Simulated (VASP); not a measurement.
Wanted: the native input for a VASP 6.6.1 run.

| Property | Result |
| --- | --- |
| Task | single point |
| Functional | PBE |
| Potentials or basis | VASP PAW PBE potentials, release 64 (Se) |
| Cutoff | 520 eV |
| k mesh | 4 × 4 × 6 |
| Occupations | gaussian, width 0.1 eV |
| Spin | no spin polarisation |
| Dipole correction | no |
| Further INCAR settings | ALGO = Normal; EDIFF = 1e-06; NBANDS = 13 |

The structure of Se lies in POSCAR:

```
Se
1.0
    3.5565091695      0.0000000000      0.0000000000
    0.0000000000      3.5565091695      0.0000000000
    0.0000000000      0.0000000000      4.4954594027
Se
2
Direct
    0.0000000000      0.5000000000      0.9106610304
    0.5000000000      0.0000000000      0.0893389696
```

The cell was generated, and may not be a known phase.

The input as run:

INCAR

```
PREC     = Accurate       # precision mode
ENCUT    = 520            # plane-wave cutoff, eV
EDIFF    = 1E-6           # SCF threshold, eV
ISMEAR   = 0              # smearing method
SIGMA    = 0.1            # smearing width, eV
LREAL    = F              # projectors in reciprocal space
LASPH    = T              # aspherical terms in the spheres
NELM     = 100            # most SCF steps
ALGO     = Normal         # electronic algorithm
ISIF     = 2              # what is computed and relaxed
LWAVE    = F              # write WAVECAR
LCHARG   = F              # write CHGCAR
GGA      = PE             # functional
NBANDS   = 13             # bands
```

KPOINTS

```
Automatic mesh
0
Gamma
  4 4 6
```

Potentials or basis: VASP PAW PBE potentials, release 64 (Se).

Launch:

```sh
$ cat potpaw_PBE.64/Se/POTCAR > POTCAR
$ mpirun -np 1 vasp_std > vasp.out
```

It gave:

```
Pressure               : 0.3 GPa
Largest force          : 0.029 eV/Å
Band gap on the k mesh : 0.69 eV (least direct gap 1.70 eV)
```

Caveat: the k points lie up to 0.44 Å⁻¹ apart; this functional lacks dispersion, which binds layers or chains, so the pressure and a relaxed spacing across them are unreliable.

It took 7.6 s on 1 thread of Intel(R) Xeon(R) 6975P-C (Granite Rapids) (shared host), peak memory 0.17 GiB.
